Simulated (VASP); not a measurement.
MgH2:

```
Mg H
1.0
    -0.01383    0.07112    5.48345
     6.90260   -0.09409   -0.01736
    -0.09409    6.82467    0.08928
Mg H
4 8
Direct
  0.75432 0.35192 0.01202
  0.24103 0.65685 0.99775
  0.01722 0.98821 0.34768
  0.50630 0.00019 0.63861
  0.51670 0.49683 0.08524
  0.00159 0.50721 0.90198
  0.87126 0.20100 0.18794
  0.62679 0.19317 0.80001
  0.10331 0.80903 0.20470
  0.36745 0.79639 0.80719
  0.74932 0.90599 0.50785
  0.24470 0.09321 0.50902
```

```yaml
Program: VASP 6.6.1
Task: relaxation of cell and atoms
Functional: PBE
Potentials_or_basis: VASP PAW PBE potentials, release 64 (Mg, H)
Cutoff: 600 eV
k_mesh: 4 × 2 × 2
Occupations: gaussian, width 0.1 eV
Spin: no spin polarisation
```

At the start: pressure -0.1 GPa; volume 21.52 Å³/atom.

Where does the relaxation end?

Over 13 steps the energy falls by 42.4 meV/atom and the volume is 20.82 Å³/atom (-3.2 %); space group C2 (No. 5, to 0.05 Å).

Step by step:
```tsv
step	energy change (eV)	largest force (eV/Å)	pressure (GPa)	volume (Å³)
1	0.0000	1.9299	-0.08	258.22
2	-0.4161	0.4646	-0.56	257.81
3	-0.4390	0.4671	-0.58	257.67
4	-0.4816	0.2178	-0.36	254.53
5	-0.4888	0.2412	-0.20	252.65
6	-0.4984	0.1086	-0.07	251.10
7	-0.5001	0.1076	0.02	250.08
8	-0.5027	0.0680	0.04	249.79
9	-0.5046	0.0926	0.07	249.27
10	-0.5067	0.0542	0.05	249.47
11	-0.5078	0.0465	0.01	249.72
12	-0.5078	0.0476	0.01	249.75
13	-0.5085	0.0248	-0.01	249.87
```

Final structure:
```
Mg H
1.0
     0.01714   -0.00881    5.41159
     6.80448   -0.00505    0.02103
    -0.00634    6.78585   -0.00979
Mg H
4 8
Direct
  0.75208 0.34907 0.99919
  0.24861 0.65247 0.99881
  0.99942 0.99980 0.34890
  0.50060 0.99978 0.65407
  0.50176 0.50205 0.09250
  0.00075 0.49953 0.90328
  0.87715 0.19673 0.19589
  0.62801 0.19537 0.80455
  0.11961 0.80115 0.19660
  0.37244 0.80459 0.80350
  0.75010 0.90490 0.50111
  0.24946 0.09457 0.50161
```

Caveat: the k points lie up to 0.46 Å⁻¹ apart in the final cell.
